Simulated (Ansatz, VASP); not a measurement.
Two plane-wave programs on BAs

File INCAR:

```
PREC = Accurate
ENCUT = 500
EDIFF = 1E-6
ISMEAR = -1
SIGMA = 0.2
LREAL = F
LASPH = T
NELM = 120
ALGO = Normal
ISIF = 2
LWAVE = F
LCHARG = F
NBANDS = 11
GGA_COMPAT = F
```

KPOINTS

```
regular mesh
0
Gamma
  10 10 10
```

Contents of POSCAR:

```
BAs
1.0
    0.0000000000      2.3885000000      2.3885000000
    2.4840400000      0.0000000000      2.3885000000
    2.4840400000      2.3885000000      0.0000000000
B As
1 1
Direct
    0.0000000000      0.0000000000      0.0000000000
    0.7500000000      0.7500000000      0.7500000000
```

Input for Ansatz:

```yaml
crystal:
  lattice:
    - [0.0, 2.3885, 2.3885]
    - [2.48404, 0.0, 2.3885]
    - [2.48404, 2.3885, 0.0]
  atoms:
    - { symbol: B, position: [0.0, 0.0, 0.0] }
    - { symbol: As, position: [0.75, 0.75, 0.75] }
basis:
  ecutwfc: 420
kpoints:
  mp_grid: { grid: [10, 10, 10] }
hamiltonian:
  xc: lda
scf:
  occupations: { method: fermi_dirac, width: 0.2 }
output:
  forces: true
  stress: true
  eigenvalues: true
```

Change from the starting cell: strain +0.0400 x Voigt [1, 0, 0, 0, 0, 0], atoms carried along.

Alike in both runs: task single point; functional LDA; k mesh 10 × 10 × 10; occupations fermi-dirac, width 0.2 eV; no spin polarisation.

```csv
,VASP,Ansatz
version,VASP 6.6.1,Ansatz 0.2.0
potentials or method,"VASP PAW LDA potentials, release 64 (B, As), cutoff 500 eV","scalar-relativistic, plane waves, PAW"
valence electrons in the cell,8,18
```

Ansatz gave:

* gap on the k mesh at the Fermi level (eV): 0.88
* least direct gap on the mesh (eV): 3.00
* pressure (GPa): -8.7
* traceless stress, the component that is largest in VASP (GPa): -5.48

**Question.** What did VASP give for the same quantities?

**Answer.** gap on the k mesh at the Fermi level (eV): 0.87; least direct gap on the mesh (eV): 3.00; pressure (GPa): -8.0; traceless stress, the component that is largest in VASP (GPa): -5.46.

LDA's correlation is that of Perdew and Zunger in VASP and of Perdew and Wang (1992) in Ansatz. VASP's potentials hold 8 valence electrons a cell and Ansatz's 18, so a difference there can come from the potentials and not from the codes.
